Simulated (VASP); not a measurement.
A run of VASP 6.6.1 is set up as follows.

File INCAR:

```
SYSTEM = Mg
PREC = Accurate ; ENCUT = 520
EDIFF = 1E-6 ; ISMEAR = 0
SIGMA = 0.1 ; LREAL = .False.
LASPH = .True. ; NELM = 80
ALGO = Normal ; ISIF = 2
LWAVE = .False. ; LCHARG = .False.
GGA = PE ; NBANDS = 7
```

The input KPOINTS:

```
Automatic mesh
0
Gamma
  10 10 10
  0 0 0
```

POSCAR

```
Mg
1.0
   -1.8179414322      1.8179414322      1.7268713038
    1.8179414322     -1.8179414322      1.7268713038
    1.8179414322      1.8179414322     -1.7268713038
Mg
1
Direct
    0.0000000000      0.0000000000      0.0000000000
```

Potentials or basis: VASP PAW PBE potentials, release 64 (Mg).

Command:

```console
$ cat potpaw_PBE.64/Mg/POTCAR > POTCAR
$ mpirun -np 1 vasp_std > vasp.out
```

(1) What does it give for the pressure?

(2) Predict the band gap on the k mesh.

## Answers

(1) 0.2 GPa.

(2) zero (band 1 reaches 6.16 eV, above the bottom of band 2 at 1.53 eV).
